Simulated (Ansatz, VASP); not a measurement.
# Two plane-wave programs on Se3Br

INCAR

```
  PREC = Accurate
  ENCUT = 520
  EDIFF = 1E-6
  ISMEAR = 0
  SIGMA = 0.1
  LREAL = False
  LASPH = True
  NELM = 100
  ALGO = Normal
  ISIF = 2
  LWAVE = False
  LCHARG = False
  GGA = PE
  NBANDS = 20
```

File KPOINTS:

```
Automatic mesh
0
Gamma
  6 6 6
```

File POSCAR:

```
Se3Br
1.0
   -1.9012420000      1.9012420000      8.4819000000
    1.9012420000     -1.9012420000      8.4819000000
    1.9012420000      1.9012420000     -8.4819000000
Se Br
3 1
Direct
    0.2500000000      0.7500000000      0.5000000000
    0.7500000000      0.2500000000      0.5000000000
    0.5000000000      0.5000000000      0.0000000000
    0.0000000000      0.0000000000      0.0000000000
```

Input for Ansatz:

```yaml
crystal:
  lattice:
    - [-1.901242, 1.901242, 8.4819]
    - [1.901242, -1.901242, 8.4819]
    - [1.901242, 1.901242, -8.4819]
  atoms:
    - { symbol: Se, position: [0.25, 0.75, 0.5] }
    - { symbol: Se, position: [0.75, 0.25, 0.5] }
    - { symbol: Se, position: [0.5, 0.5, 0.0] }
    - { symbol: Br, position: [0.0, 0.0, 0.0] }
basis:
  ecutwfc: 420
kpoints:
  mp_grid: { grid: [6, 6, 6] }
hamiltonian:
  xc: pbe
scf:
  occupations: { method: gaussian, width: 0.1 }
output:
  forces: true
  stress: true
  eigenvalues: true
```

Alike in both runs: task single point; functional PBE; k mesh 6 × 6 × 6; occupations gaussian, width 0.1 eV; no spin polarisation.

|  | VASP | Ansatz |
| --- | --- | --- |
| version | VASP 6.6.1 | Ansatz 0.2.0 |
| potentials or method | VASP PAW PBE potentials, release 64 (Se, Br), cutoff 520 eV | scalar-relativistic, plane waves, PAW |
| valence electrons in the cell | 25 | 55 |

```tsv
	VASP	Ansatz	Ansatz less VASP
gap on the k mesh at the Fermi level (eV)	none	none	-
pressure (GPa)	0.3	0.3	-0.01
traceless stress, the component that is largest in VASP (GPa)	-0.10	-0.09	+0.005
```

A gap of «none» marks a metal or a gap that the smearing closes. VASP's potentials hold 25 valence electrons a cell and Ansatz's 55, so a difference there can come from the potentials and not from the codes.

The k mesh is coarse, so the values compare programs but aren't converged.
